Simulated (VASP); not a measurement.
Input of a VASP 6.6.1 run:

INCAR

```
PREC = Accurate
ENCUT = 520
EDIFF = 1E-7
ISMEAR = -1
SIGMA = 0.01
LREAL = Auto
LASPH = True
NELM = 120
ALGO = Normal
ISIF = 2
LWAVE = False
LCHARG = False
GGA = PE
IBRION = 2
NSW = 80
EDIFFG = -0.01
GGA_COMPAT = False
NELMIN = 4
```

Contents of KPOINTS:

```
Automatic mesh
0
Gamma
  1 1 1
  0.25 0.25 0.25
```

File POSCAR:

```
AlN
1.0
    6.2595139365      0.0000000578      0.0000000000
   -3.1297570183      5.4208980555      0.0000000000
    0.0000000000      0.0000000000     10.0348064907
Al N
16 16
Direct
    0.3333333334      0.1666666666      0.2496176866
    0.1666666666      0.3333333334      0.4996176866
    0.3333333334      0.1666666666      0.7496176866
    0.1666666666      0.3333333334      0.9996176866
    0.3333333334      0.6666666666      0.2496176866
    0.1666666666      0.8333333333      0.4996176866
    0.3333333334      0.6666666666      0.7496176866
    0.1666666666      0.8333333333      0.9996176866
    0.8333333333      0.1666666666      0.2496176866
    0.6666666666      0.3333333334      0.4996176866
    0.8333333333      0.1666666666      0.7496176866
    0.6666666666      0.3333333334      0.9996176866
    0.8333333333      0.6666666666      0.2496176866
    0.6666666666      0.8333333333      0.4996176866
    0.8333333333      0.6666666666      0.7496176866
    0.6666666666      0.8333333333      0.9996176866
    0.3333333334      0.1666666666      0.4403823134
    0.1666666666      0.3333333334      0.1903823134
    0.3333333334      0.1666666666      0.9403823134
    0.1666666666      0.3333333334      0.6903823134
    0.3333333334      0.6666666666      0.4403823134
    0.1666666666      0.8333333333      0.1903823134
    0.3333333334      0.6666666666      0.9403823134
    0.1666666666      0.8333333333      0.6903823134
    0.8333333333      0.1666666666      0.4403823134
    0.6666666666      0.3333333334      0.1903823134
    0.8333333333      0.1666666666      0.9403823134
    0.6666666666      0.3333333334      0.6903823134
    0.8333333333      0.6666666666      0.4403823134
    0.6666666666      0.8333333333      0.1903823134
    0.8333333333      0.6666666666      0.9403823134
    0.6666666666      0.8333333333      0.6903823134
```

Potentials or basis: VASP PAW PBE potentials, release 64 (Al, N).

The run is started by

```sh
$ cat potpaw_PBE.64/Al/POTCAR potpaw_PBE.64/N/POTCAR > POTCAR
$ mpirun -np 1 vasp_std > vasp.out
```

Predict the band gap on the k mesh.

5.76 eV.

Estimate the energy gained by relaxing.

0.2 meV/atom.

Final structure:
```yaml
crystal:
  lattice:
    - [6.25951, 0.00000, 0.00000]
    - [-3.12976, 5.42090, 0.00000]
    - [0.00000, 0.00000, 10.03481]
  atoms:
    - { symbol: Al, position: [0.33333, 0.16667, 0.25005] }
    - { symbol: Al, position: [0.16667, 0.33333, 0.50005] }
    - { symbol: Al, position: [0.33333, 0.16667, 0.75005] }
    - { symbol: Al, position: [0.16667, 0.33333, 0.00005] }
    - { symbol: Al, position: [0.33333, 0.66667, 0.25005] }
    - { symbol: Al, position: [0.16667, 0.83333, 0.50005] }
    - { symbol: Al, position: [0.33333, 0.66667, 0.75005] }
    - { symbol: Al, position: [0.16667, 0.83333, 0.00005] }
    - { symbol: Al, position: [0.83333, 0.16667, 0.25005] }
    - { symbol: Al, position: [0.66667, 0.33333, 0.50005] }
    - { symbol: Al, position: [0.83333, 0.16667, 0.75005] }
    - { symbol: Al, position: [0.66667, 0.33333, 0.00005] }
    - { symbol: Al, position: [0.83333, 0.66667, 0.25005] }
    - { symbol: Al, position: [0.66667, 0.83333, 0.50005] }
    - { symbol: Al, position: [0.83333, 0.66667, 0.75005] }
    - { symbol: Al, position: [0.66667, 0.83333, 0.00005] }
    - { symbol: N, position: [0.33333, 0.16667, 0.43995] }
    - { symbol: N, position: [0.16667, 0.33333, 0.18995] }
    - { symbol: N, position: [0.33333, 0.16667, 0.93995] }
    - { symbol: N, position: [0.16667, 0.33333, 0.68995] }
    - { symbol: N, position: [0.33333, 0.66667, 0.43995] }
    - { symbol: N, position: [0.16667, 0.83333, 0.18995] }
    - { symbol: N, position: [0.33333, 0.66667, 0.93995] }
    - { symbol: N, position: [0.16667, 0.83333, 0.68995] }
    - { symbol: N, position: [0.83333, 0.16667, 0.43995] }
    - { symbol: N, position: [0.66667, 0.33333, 0.18995] }
    - { symbol: N, position: [0.83333, 0.16667, 0.93995] }
    - { symbol: N, position: [0.66667, 0.33333, 0.68995] }
    - { symbol: N, position: [0.83333, 0.66667, 0.43995] }
    - { symbol: N, position: [0.66667, 0.83333, 0.18995] }
    - { symbol: N, position: [0.83333, 0.66667, 0.93995] }
    - { symbol: N, position: [0.66667, 0.83333, 0.68995] }
```

Caveat: the k points lie up to 1.16 Å⁻¹ apart; a shifted mesh leaves out Γ, where band edges can lie. A k mesh can miss the band edges.
